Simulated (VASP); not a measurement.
A run of VASP 6.6.1 is set up as follows.

INCAR

```
ALGO = Normal
EDIFF = 1E-7
EDIFFG = -0.01
ENCUT = 600
IBRION = 2
ISIF = 3
ISMEAR = -1
KPAR = 4
LASPH = True
LCHARG = False
LREAL = False
LWAVE = False
NELM = 100
NSW = 80
PREC = Accurate
SIGMA = 0.1
```

Contents of KPOINTS:

```
k-points
0
Gamma
  4 4 4
```

The input POSCAR:

```
Mo3Se4
1.0
    4.7725000000      2.7554041600      3.7366666700
   -4.7725000000      2.7554041600      3.7366666700
    0.0000000000     -5.5108083200      3.7366666700
Mo Se
6 8
Direct
    0.2230000000      0.4129000000      0.5461000000
    0.5461000000      0.2230000000      0.4129000000
    0.4129000000      0.5461000000      0.2230000000
    0.7770000000      0.5871000000      0.4539000000
    0.4539000000      0.7770000000      0.5871000000
    0.5871000000      0.4539000000      0.7770000000
    0.3792000000      0.1274000000      0.7447000000
    0.7447000000      0.3792000000      0.1274000000
    0.1274000000      0.7447000000      0.3792000000
    0.6208000000      0.8726000000      0.2553000000
    0.2553000000      0.6208000000      0.8726000000
    0.8726000000      0.2553000000      0.6208000000
    0.2137000000      0.2137000000      0.2137000000
    0.7863000000      0.7863000000      0.7863000000
```

Potentials or basis: VASP PAW LDA potentials, release 64 (Mo_sv, Se).

Command:

```sh
$ cat potpaw_LDA.64/Mo_sv/POTCAR potpaw_LDA.64/Se/POTCAR > POTCAR
$ mpirun -np 4 vasp_std > vasp.out
```

**Question.** Predict the relaxed volume.

**Answer.** 20.22 Å³/atom.

**Question.** Predict the space group after relaxing (to 0.1 Å).

**Answer.** R-3 (No. 148).

**Question.** What does it give for the band gap on the k mesh?

**Answer.** Zero (bands 66 and 67 overlap by 0.10 eV).

Forces on the atoms (eV/Å):
```
Mo   0.001 -0.002  0.002
Mo   0.001  0.002  0.002
Mo  -0.003  0.000  0.002
Mo  -0.001  0.002 -0.002
Mo  -0.001 -0.002 -0.002
Mo   0.003  0.000 -0.002
Se  -0.004 -0.004 -0.005
Se   0.006 -0.002 -0.005
Se  -0.001  0.006 -0.005
Se   0.004  0.004  0.005
Se  -0.006  0.002  0.005
Se   0.001 -0.006  0.005
Se   0.000  0.000  0.008
Se   0.000  0.000 -0.008
```

LDA usually gives volumes a few per cent too small. Zero-point motion and thermal expansion aren't in these numbers.
